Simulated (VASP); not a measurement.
Al3B2As, 6 atoms in the cell. The structure is orthorhombic, space group Cmmm (No. 65). Conventional cell: a = 3.318 Å, b = 13.564 Å, c = 3.939 Å, α = 90.00°, β = 90.00°, γ = 90.00°. Within 3.5 Å of Al (site symmetry m2m) lie 8 B at 2.46 to 3.40 Å and 2 As at 2.73 Å and 6 Al at 2.93 to 3.32 Å. Within 3.5 Å of Al (site symmetry mmm) lie 4 As at 2.58 Å and 6 Al at 2.93 to 3.32 Å and 4 B at 3.49 Å. Within 2.2 Å of B (site symmetry 2/m) lie 2 B at 1.66 Å. As (site symmetry mmm) has 8 Al at 2.58 to 2.73 Å and 2 As at 3.32 Å within 3.4 Å. The cell was built from a structure type or drawn by symmetry, and may not be a known phase.

```yaml
Program: VASP 6.6.1
Task: relaxation of cell and atoms
Functional: PBE
Potentials_or_basis: VASP PAW PBE potentials, release 64 (Al, B, As)
Cutoff: 600 eV
k_mesh: 12 × 12 × 10
Occupations: gaussian, width 0.1 eV
Spin: no spin polarisation
Dipole_correction: no
Further_INCAR_settings: ALGO = Normal; EDIFF = 1e-07; IBRION = 2; EDIFFG = -0.01; NSW = 100; ISIF = 3
```

Potentials or basis: VASP PAW PBE potentials, release 64 (Al, B, As).

Run with:

```sh
$ cat potpaw_PBE.64/Al/POTCAR potpaw_PBE.64/B/POTCAR potpaw_PBE.64/As/POTCAR > POTCAR
$ mpirun -np 1 vasp_std > vasp.out
```

Hardware: 1 thread of Intel(R) Xeon(R) 6975P-C (Granite Rapids) (shared host).

**Question.** How long does it take, and how much memory?

**Answer.** Run time: 30 min on 1 thread of Intel(R) Xeon(R) 6975P-C (Granite Rapids), with other jobs on the host, peak memory 0.64 GiB. Counts: scf iterations 87, k points 258, ion steps 13.
